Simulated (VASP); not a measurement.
A run of VASP 6.6.1 is set up as follows.

File INCAR:

```
SYSTEM = CoSi2
PREC     = Accurate       ! precision mode
ENCUT    = 520            ! plane-wave cutoff, eV
EDIFF    = 1E-6           ! SCF threshold, eV
ISMEAR   = 0              ! smearing method
SIGMA    = 0.15           ! smearing width, eV
LREAL    = .FALSE.        ! projectors in reciprocal space
LASPH    = .TRUE.         ! aspherical terms in the spheres
NELM     = 150            ! most SCF steps
ALGO     = Normal         ! electronic algorithm
ISIF     = 2              ! what is computed and relaxed
LWAVE    = .FALSE.        ! write WAVECAR
LCHARG   = .FALSE.        ! write CHGCAR
ISPIN    = 2              ! spin polarisation
MAGMOM   = 1.65 0 0       ! initial moments
LORBIT   = 11             ! projections on sites
NUPDOWN  = 1.65           ! fixed moment
LMAXMIX  = 4              ! l up to which the mixer works
GGA      = PE             ! functional
NBANDS   = 20             ! bands
```

The input KPOINTS:

```
Automatic mesh
0
G
  14 14 14
  0 0 0
```

POSCAR

```
CoSi2
1.0
    0.0000000000      2.7833407038      2.7833407038
    2.7833407038      0.0000000000      2.7833407038
    2.7833407038      2.7833407038      0.0000000000
Co Si
1 2
Direct
    0.0000000000      0.0000000000      0.0000000000
    0.2500000000      0.2500000000      0.2500000000
    0.7500000000      0.7500000000      0.7500000000
```

Potentials or basis: VASP PAW PBE potentials, release 64 (Co, Si).

Command:

```console
$ cat potpaw_PBE.64/Co/POTCAR potpaw_PBE.64/Si/POTCAR > POTCAR
$ mpirun -np 1 vasp_std > vasp.out
```

Task: Predict the pressure.

Result: -6.7 GPa.

Caveat: the total moment is fixed, so each spin has its own Fermi level.
